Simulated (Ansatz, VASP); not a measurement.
SnSe2 in VASP and in Ansatz

File INCAR:

```
SYSTEM = SnSe2
ALGO     = Normal         ! electronic algorithm
EDIFF    = 1E-6           ! SCF threshold, eV
ENCUT    = 520            ! plane-wave cutoff, eV
GGA      = PE             ! functional
ISIF     = 2              ! what is computed and relaxed
ISMEAR   = -1             ! smearing method
LASPH    = .True.         ! aspherical terms in the spheres
LCHARG   = .True.         ! write CHGCAR
LELF     = .True.         ! ELF
LREAL    = .False.        ! projectors in reciprocal space
LVHAR    = .True.       
LWAVE    = .False.        ! write WAVECAR
NBANDS   = 20             ! bands
NELM     = 60             ! most SCF steps
PREC     = Accurate       ! precision mode
SIGMA    = 0.05           ! smearing width, eV
```

The input KPOINTS:

```
k-points
0
Gamma
  8 8 5
  0 0 0
```

POSCAR

```
SnSe2
1.0
    3.7594936861      0.0000000000      0.0000000000
   -1.8797468431      3.2558170375      0.0000000000
    0.0000000000      0.0000000000      6.0530709152
Sn Se
1 2
Direct
    0.0000000000      0.0000000000      0.0000000000
    0.6666666667      0.3333333333      0.7510000000
    0.3333333333      0.6666666667      0.2490000000
```

Contents of input.yaml:

```yaml
crystal:
  lattice:
    - [3.7594936861, 0.0, 0.0]
    - [-1.8797468431, 3.2558170375, 0.0]
    - [0.0, 0.0, 6.0530709152]
  atoms:
    - { symbol: Sn, position: [0.0, 0.0, 0.0] }
    - { symbol: Se, position: [0.6666666667, 0.3333333333, 0.751] }
    - { symbol: Se, position: [0.3333333333, 0.6666666667, 0.249] }
kpoints:
  mp_grid: { grid: [8, 8, 5] }
scf:
  occupations: { method: fermi_dirac, width: 0.05 }
hamiltonian:
  xc: pbe
  pseudopotentials: { kind: all_electron, lapw: { basis_error: 0.001 } }
output:
  forces: true
  stress: true
  eigenvalues: true
```

Change from the starting cell: volume scaled by 0.96.

Alike in both runs: task single point; functional PBE; k mesh 8 × 8 × 5; occupations fermi-dirac, width 0.05 eV; no spin polarisation.

|  | VASP | Ansatz |
| --- | --- | --- |
| version | VASP 6.6.1 | Ansatz 0.2.0 |
| potentials or method | VASP PAW PBE potentials, release 64 (Sn_d, Se), cutoff 520 eV | all-electron LAPW, scalar-relativistic |

VASP gave:

```
gap on the k mesh at the Fermi level (eV)                     : 0.86
least direct gap on the mesh (eV)                             : 1.28
pressure (GPa)                                                : 9.3
traceless stress, the component that is largest in VASP (GPa) : 0.92
rms of the force components (eV/Å)                            : 0.587
```

Question: Which values does Ansatz return?

Answer: gap on the k mesh at the Fermi level (eV): 0.87; least direct gap on the mesh (eV): 1.30; pressure (GPa): 9.2; traceless stress, the component that is largest in VASP (GPa): 0.91; rms of the force components (eV/Å): 0.577.

Atom by atom the forces differ by 0.010 eV/Å (rms over components). Ansatz ran all-electron here, and VASP with PAW potentials.
